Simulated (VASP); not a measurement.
Crystal: GaN.

```
CELL_PARAMETERS angstrom
3.18893 0.00000 0.00000
-1.59447 2.76169 0.00000
0.00000 0.00000 5.19236
ATOMIC_POSITIONS crystal
Ga 0.66667 0.33333 0.49908
Ga 0.33333 0.66667 0.99908
N 0.66667 0.33333 0.87592
N 0.33333 0.66667 0.37592
```

```yaml
Program: VASP 6.6.1
Task: relaxation of cell and atoms
Functional: PBE
Potentials_or_basis: VASP PAW PBE potentials, release 64 (Ga_d, N)
Cutoff: 600 eV
k_mesh: 6 × 6 × 4
Occupations: gaussian, width 0.1 eV
Spin: no spin polarisation
```

At the start: pressure 5.0 GPa; volume 11.43 Å³/atom.

**Question.** How do energy, volume and symmetry change on relaxing?

**Answer.** Over 3 steps the energy falls by 4.9 meV/atom and the volume is 11.76 Å³/atom (+2.8 %); space group P6_3mc (No. 186, to 0.05 Å).

Step by step:
| step | energy change (eV) | largest force (eV/Å) | pressure (GPa) | volume (Å³) |
| --- | --- | --- | --- | --- |
| 1 | 0.0000 | 0.0058 | 5.04 | 45.73 |
| 2 | -0.0058 | 0.0057 | -3.85 | 48.15 |
| 3 | -0.0197 | 0.0007 | -0.01 | 47.02 |

Final structure:
```
Ga N
1.0
     3.21852    0.00000    0.00000
    -1.60926    2.78732    0.00000
     0.00000    0.00000    5.24134
Ga N
2 2
Direct
  0.66667 0.33333 0.49911
  0.33333 0.66667 0.99911
  0.66667 0.33333 0.87589
  0.33333 0.66667 0.37589
```
